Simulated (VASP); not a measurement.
# Al2Cu (P4mm) in VASP: further runs

Al2Cu is run at these levels: PBE; tasks: single point.

Program: VASP 6.6.1. These are calculated values, not measurements. Logs are shortened: lines on timing, memory, paths and dates and some standing lists are left out, and cuts for length are marked.

## 1. The cell of the first run

Symmetry: P4mm, No. 99, tetragonal system. Conventional cell: a = 5.783 Å, b = 5.783 Å, c = 5.782 Å, α = 90.00°, β = 90.00°, γ = 90.00°. Al (site symmetry m) has 4 Cu at 2.50 to 2.89 Å and 6 Al at 2.89 Å within 3.3 Å. Within 2.9 Å of Al (site symmetry m) lie 4 Cu at 2.21 to 2.50 Å and 6 Al at 2.89 Å. Cu (site symmetry 4mm) has 8 Al at 2.21 to 2.89 Å within 2.9 Å. Within 3.3 Å of Cu (site symmetry 2mm) lie 8 Al at 2.50 Å. Within 3.3 Å of Cu (site symmetry 4mm) lie 8 Al at 2.50 Å.

## 2. Single point, PBE (atom 9 (Cu) moved -0.600 Å along Cartesian [0 0 1])

INCAR reads:

```
PREC = Accurate
ENCUT = 520
EDIFF = 1E-6
ISMEAR = 0
SIGMA = 0.15
LREAL = F
LASPH = T
NELM = 60
ALGO = Fast
ISIF = 2
LWAVE = F
LCHARG = T
GGA = PE
LELF = T
LVHAR = T
NBANDS = 46
```

KPOINTS reads:

```
Automatic mesh
0
Gamma
  8 8 8
```

POSCAR reads:

```
Al2Cu
1.0
    0.0000000000      0.0000000000     -5.7824626463
    4.0892560465     -4.0892560465      0.0000000000
   -4.0892560465     -4.0892560465      0.0000000000
Al Cu
8 4
Direct
    0.2500000000      0.7500000000      0.2500000000
    0.7500000000      0.2500000000      0.2500000000
    0.2500000000      0.2500000000      0.7500000000
    0.7500000000      0.7500000000      0.7500000000
    0.2500000000      0.2500000000      0.2500000000
    0.7500000000      0.7500000000      0.2500000000
    0.2500000000      0.7500000000      0.7500000000
    0.7500000000      0.2500000000      0.7500000000
    0.6037620192      0.0000000000      0.0000000000
    0.0000000000      0.5000000000      0.0000000000
    0.5000000000      0.5000000000      0.5000000000
    0.0000000000      0.0000000000      0.5000000000
```

Potentials or basis: VASP PAW PBE potentials, release 64 (Al, Cu).

Launch:

```sh
cat potpaw_PBE.64/Al/POTCAR potpaw_PBE.64/Cu/POTCAR > POTCAR
mpirun -np 1 vasp_std > vasp.out
```

OUTCAR:

```text
PREC = Accurate
   ENCUT = 520
   EDIFF = 1E-6
   ISMEAR = 0
   LREAL = F
   LASPH = T
   NELM = 60
   ISIF = 2
   GGA = PE

 ion  position               nearest neighbor table
   1  0.250  0.750  0.250-  10 2.50  11 2.50  12 2.50   6 2.89   6 2.89   5 2.89   7 2.89   5 2.89
                             7 2.89   9 2.89
   2  0.750  0.250  0.250-   9 2.21  10 2.50  11 2.50  12 2.50   5 2.89   5 2.89   8 2.89   8 2.89
                             6 2.89   6 2.89
   3  0.250  0.250  0.750-  10 2.50  11 2.50  12 2.50   8 2.89   8 2.89   7 2.89   5 2.89   7 2.89
                             5 2.89   9 2.89
   4  0.750  0.750  0.750-   9 2.21  10 2.50  11 2.50  12 2.50   7 2.89   7 2.89   8 2.89   6 2.89
                             8 2.89   6 2.89
   5  0.250  0.250  0.250-  10 2.50  11 2.50  12 2.50   2 2.89   2 2.89   1 2.89   3 2.89   1 2.89
                             3 2.89   9 2.89
   6  0.750  0.750  0.250-   9 2.21  10 2.50  11 2.50  12 2.50   1 2.89   1 2.89   4 2.89   4 2.89
                             2 2.89   2 2.89
   7  0.250  0.750  0.750-  10 2.50  11 2.50  12 2.50   4 2.89   4 2.89   3 2.89   1 2.89   3 2.89
                             1 2.89   9 2.89
   8  0.750  0.250  0.750-   9 2.21  10 2.50  11 2.50  12 2.50   3 2.89   3 2.89   4 2.89   2 2.89
                             4 2.89   2 2.89
   9  0.604  0.000  0.000-   2 2.21   4 2.21   6 2.21   8 2.21   5 2.89   3 2.89   7 2.89   1 2.89

  10  0.000  0.500  0.000-   1 2.50   2 2.50   3 2.50   4 2.50   5 2.50   6 2.50   7 2.50   8 2.50

  11  0.500  0.500  0.500-   1 2.50   2 2.50   3 2.50   4 2.50   5 2.50   6 2.50   7 2.50   8 2.50

  12  0.000  0.000  0.500-   1 2.50   2 2.50   3 2.50   4 2.50   5 2.50   6 2.50   7 2.50   8 2.50

  LATTYP: Found a simple tetragonal cell.
 ALAT       =     5.7830813610
 C/A-ratio  =     0.9998930130

  Lattice vectors:

 A1 = (   4.0892560465,  -4.0892560465,   0.0000000000)
 A2 = (  -4.0892560465,  -4.0892560465,   0.0000000000)
 A3 = (   0.0000000000,   0.0000000000,  -5.7824626463)

Analysis of symmetry for initial positions (statically):
=====================================================================
 Subroutine PRICEL returns:
 Original cell was already a primitive cell.

 Routine SETGRP: Setting up the symmetry group for a
 simple tetragonal supercell.

 Subroutine GETGRP returns: Found  8 space group operations
 (whereof  8 operations were pure point group operations)
 out of a pool of 16 trial point group operations.

The static configuration has the point symmetry C_4v.

Analysis of symmetry for dynamics (positions and initial velocities):
=====================================================================
[... 146 lines left out ...]
   EFERMI_NEDOS =   21; number of points for ismear=-14 and -15
   IALGO  =     68    algorithm
   IMIX   =      4    mixing-type and parameters
     AMIX     =   0.40;   BMIX     =  1.00
     AMIX_MAG =   1.60;   BMIX_MAG =  1.00
  volume/ion in A,a.u.               =      16.12       108.75
  Fermi-wavevector in a.u.,A,eV,Ry     =   1.155493  2.183565 18.166010  1.335164
  Thomas-Fermi vector in A             =   2.292121
   LORBIT       =      0    0 simple, 1 ext, 2 COOP (PROOUT), +10 PAW based schemes
   GGA     = PE    functional components
   LHFCALC =     F    Hartree Fock is set to
   AEXX    =    0.0000 exact exchange contribution
   IVDW    =     0    specifies the selected vdW correction
   LEPSILON=     F    determine dielectric tensor
   LRPA    =     F    only Hartree local field effects (RPA)
 non-spin polarized calculation
 RMM-DIIS sequential band-by-band and
 Gauss-broadening in eV      SIGMA  =   0.15
  energy-cutoff  :      520.00
  volume of cell :      193.39
 maximum number of plane-waves:      5248
 NGX is ok and might be reduce to    48
   NGX = 21   NGY = 21   NGZ = 21

 number of electron      67.9999969 magnetization

 Free energy of the ion-electron system (eV)
  ---------------------------------------------------
  ext. energy  EPLUGINS =         0.00000000
  ---------------------------------------------------
  free energy    TOTEN  =       -45.64411724 eV

  energy without entropy =      -45.61562360  energy(sigma->0) =      -45.62987042

 E-fermi :   6.9212     XC(G=0): -10.3982

 val. band max:        6.9199897835   @ k =   0.0000   0.3750   0.0000
 cond. band min:       6.9331863598   @ k =   0.3750   0.3750   0.3750
 fundamental gap:      0.0131965763
 Fermi energy:         6.9212376164

 k-point     1 :       0.0000    0.0000    0.0000
  band No.  band energies     occupation
      1      -3.2358      2.00000
      2       0.5698      2.00000
      3       0.7558      2.00000
      4       0.7558      2.00000
      5       1.0577      2.00000
      6       1.1487      2.00000
[... 1165 lines left out ...]
     45      11.7310      0.00000
     46      11.8988      0.00000

 [... further k-points ...]

------------------------ aborting loop because EDIFF is reached ----------------------------------------

  FORCE on cell =-STRESS in cart. coord.  units (eV):
  Direction    XX          YY          ZZ          XY          YZ          ZX
  --------------------------------------------------------------------------------------
  -------------------------------------------------------------------------------------
  Total        5.1705912      5.1705912      0.7274764      0.0000000      0.0000000      0.0000000
  in kB       42.8370289     42.8370289      6.0269560      0.0000000      0.0000000      0.0000000
  external PRESSURE =      30.5670046 kB  Pullay stress =       0.0000000 kB

 VOLUME and BASIS-vectors are now :
 -----------------------------------------------------------------------------
  energy-cutoff  :      520.00
  volume of cell :      193.39
      direct lattice vectors                 reciprocal lattice vectors
     0.000000000  0.000000000 -5.782462646     0.000000000  0.000000000 -0.172936699
     4.089256047 -4.089256047  0.000000000     0.122271629 -0.122271629  0.000000000
    -4.089256047 -4.089256047  0.000000000    -0.122271629 -0.122271629  0.000000000

 POSITION                                       TOTAL-FORCE (eV/Angst)
 -----------------------------------------------------------------------------------
      2.04463     -4.08926     -1.44562         0.199491     -0.000000     -0.296007
      0.00000     -2.04463     -4.33685         0.000000     -1.492887     -0.629324
     -2.04463     -4.08926     -1.44562        -0.199491     -0.000000     -0.296007
      0.00000     -6.13388     -4.33685         0.000000      1.492887     -0.629324
      0.00000     -2.04463     -1.44562         0.000000      0.199491     -0.296007
      2.04463     -4.08926     -4.33685        -1.492887     -0.000000     -0.629324
      0.00000     -6.13388     -1.44562         0.000000     -0.199491     -0.296007
     -2.04463     -4.08926     -4.33685         1.492887     -0.000000     -0.629324
      0.00000      0.00000     -3.49123         0.000000     -0.000000      4.303627
      2.04463     -2.04463      0.00000         0.000000     -0.000000     -0.322783
      0.00000     -4.08926     -2.89123         0.000000     -0.000000      0.043262
     -2.04463     -2.04463      0.00000         0.000000     -0.000000     -0.322783
 -----------------------------------------------------------------------------------
    total drift:                                0.000001      0.000001      0.000079

  FREE ENERGIE OF THE ION-ELECTRON SYSTEM (eV)
  ---------------------------------------------------
  free  energy   TOTEN  =       -45.6441172382 eV

  energy  without entropy=      -45.6156236044  energy(sigma->0) =      -45.62987042
```

stdout:

```text
POSCAR found type information on POSCAR AlCu
 POSCAR found :  2 types and      12 ions
 scaLAPACK will be used
 LDA part: xc-table for (Slater+PW92), standard interpolation
 POSCAR, INCAR and KPOINTS ok, starting setup
 FFT: planning ... GRIDC
 FFT: planning ... GRID_SOFT
 FFT: planning ... GRID
 WAVECAR not read
 entering main loop
```

It took 10 min on 1 thread of Intel Xeon 6975P-C (Granite Rapids), shared host; peak memory 0.65 GiB.

Results:

| Quantity | Value |
| --- | --- |
| Free energy | -45.6441 eV |
| Pressure | 3.1 GPa |
| Largest force | 4.304 eV/Å |
| Band gap on the k mesh | zero (bands 34 and 35 overlap by 1.55 eV) |

Forces on the atoms (eV/Å):
```
Al   0.199  0.000 -0.296
Al   0.000 -1.493 -0.629
Al  -0.199  0.000 -0.296
Al   0.000  1.493 -0.629
Al   0.000  0.199 -0.296
Al  -1.493  0.000 -0.629
Al   0.000 -0.199 -0.296
Al   1.493  0.000 -0.629
Cu   0.000  0.000  4.304
Cu   0.000  0.000 -0.323
Cu   0.000  0.000  0.043
Cu   0.000  0.000 -0.323
```

Caveat: the cell differs from its parent crystal (atom 9 (Cu) moved -0.600 Å along Cartesian [0 0 1]); the cell stands under pressure; forces of over 1 eV/Å act on the atoms, so gaps and moduli don't describe the material at rest.

## 3. Single point, PBE (atom 9 (Cu) moved +0.480 Å along Cartesian [0 0 1])

INCAR reads:

```
ALGO     = Fast           # electronic algorithm
EDIFF    = 1E-7           # SCF threshold, eV
ENCUT    = 520            # plane-wave cutoff, eV
GGA      = PE             # functional
ISIF     = 2              # what is computed and relaxed
ISMEAR   = 0              # smearing method
LASPH    = T              # aspherical terms in the spheres
LCHARG   = F              # write CHGCAR
LREAL    = F              # projectors in reciprocal space
LWAVE    = F              # write WAVECAR
NBANDS   = 46             # bands
NELM     = 60             # most SCF steps
PREC     = Accurate       # precision mode
SIGMA    = 0.15           # smearing width, eV
```

KPOINTS reads:

```
k-points
0
Gamma
  8 8 8
```

Edit POSCAR of step 2 so:

```diff
@@ -16,3 +16,3 @@
     0.7500000000      0.2500000000      0.7500000000
-    0.6037620192      0.0000000000      0.0000000000
+    0.4169903847      0.0000000000      0.0000000000
     0.0000000000      0.5000000000      0.0000000000
```

Potentials or basis: VASP PAW PBE potentials, release 64 (Al, Cu).

Launch:

```sh
cat potpaw_PBE.64/Al/POTCAR potpaw_PBE.64/Cu/POTCAR > POTCAR
mpirun -np 1 vasp_std > vasp.out
```

Run time: 13 min. Hardware: 1 thread of Intel Xeon 6975P-C (Granite Rapids), shared host; peak memory 0.65 GiB.

It converged, with:

```
Free energy            : -46.1232 eV
Pressure               : 2.2 GPa
Largest force          : 3.648 eV/Å
Band gap on the k mesh : zero (bands 34 and 35 overlap by 1.53 eV)
```

Forces on the atoms (eV/Å):
```
Al  -1.053  0.000  0.517
Al   0.000  0.208  0.270
Al   1.053  0.000  0.517
Al   0.000 -0.208  0.270
Al   0.000 -1.053  0.517
Al   0.208  0.000  0.270
Al   0.000  1.053  0.517
Al  -0.208  0.000  0.270
Cu   0.000  0.000 -3.648
Cu   0.000  0.000  0.269
Cu   0.000  0.000 -0.037
Cu   0.000  0.000  0.269
```

Stress tensor (GPa, compression positive):
```
2.98 0.00 0.00
0.00 2.98 0.00
0.00 0.00 0.65
```

Levels at points of the mesh, in eV from the Fermi level:
```
           k point  band 31  band 32  band 33  band 34  band 35  band 36  band 37  band 38
(0.00, 0.00, 0.00)    -1.90    -1.90    -1.90     0.11     0.11     0.22     1.38     1.51
(0.50, 0.00, 0.00)    -0.66    -0.66    -0.55    -0.44    -0.44    -0.34     0.77     1.01
(0.00, 0.50, 0.00)    -0.66    -0.61    -0.59    -0.52    -0.40    -0.32     0.78     0.94
(0.50, 0.50, 0.00)    -2.63    -2.55     0.11     0.33     0.38     0.61     2.21     2.29
(0.00, 0.50, 0.50)    -2.58    -2.56     0.33     0.34     0.34     0.36     2.25     2.34
(0.50, 0.50, 0.50)     0.60     0.60     0.64     0.67     0.67     0.75     2.65     2.74
```

Caveat: the cell differs from its parent crystal (atom 9 (Cu) moved +0.480 Å along Cartesian [0 0 1]); forces of over 1 eV/Å act on the atoms, so gaps and moduli don't describe the material at rest.
